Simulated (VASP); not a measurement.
# PbS: single point with PBE

The system is PbS.

```
CELL_PARAMETERS angstrom
2.04292 -3.53849 0.00000
2.04292 3.53849 0.00000
0.00000 0.00000 7.46921
ATOMIC_POSITIONS crystal
Pb 0.00000 0.00000 0.48292
Pb 0.00000 0.00000 0.98292
S 0.66667 0.33333 0.69628
S 0.33333 0.66667 0.19628
```

```yaml
Program: VASP 6.6.1
Task: single point
Functional: PBE
Potentials_or_basis: VASP PAW PBE potentials, release 64 (Pb_d, S)
Cutoff: 520 eV
k_mesh: 12 × 12 × 4
Occupations: fermi-dirac, width 0.02 eV
Spin: no spin polarisation
Dipole_correction: no
Further_INCAR_settings: ALGO = Normal; EDIFF = 1e-06; NBANDS = 28
```

The pressure is 1.9 GPa, the largest force is 0.061 eV/Å and the band gap on the k mesh is 0.39 eV (least direct gap 0.95 eV).

Forces on the atoms (eV/Å):
```
Pb   0.000  0.000 -0.061
Pb   0.000  0.000 -0.061
S    0.000  0.000  0.061
S    0.000  0.000  0.061
```

Stress tensor (GPa, compression positive):
```
1.91 0.00 0.00
0.00 1.91 0.00
0.00 0.00 1.80
```

Levels at points of the mesh, in eV from the valence-band top:
```csv
k point,band 17,band 18,band 19,band 20,band 21,band 22,band 23,band 24
"(0.00, 0.00, 0.00)",-1.93,-1.56,-1.56,-0.06,0.88,3.44,3.44,3.83
"(0.50, 0.00, 0.00)",-3.05,-1.86,-1.59,-0.91,0.39,2.29,2.69,3.87
"(0.50, 0.50, 0.00)",-3.05,-1.86,-1.59,-0.91,0.39,2.29,2.69,3.87
"(0.00, 0.00, 0.50)",-1.75,-1.75,-1.43,-1.43,2.64,2.64,3.52,3.52
"(0.50, 0.00, 0.50)",-2.55,-2.55,-2.54,-2.54,2.43,2.43,3.20,3.20
"(0.50, 0.50, 0.50)",-2.55,-2.55,-2.54,-2.54,2.43,2.43,3.20,3.20
```

Wall time 4 min on 1 thread of AMD EPYC 9R14 (Zen 4) (shared host), peak memory 0.41 GiB.

Caveat: spin-orbit coupling is left out, which moves the levels of the heavy elements. A k mesh can miss the band edges.
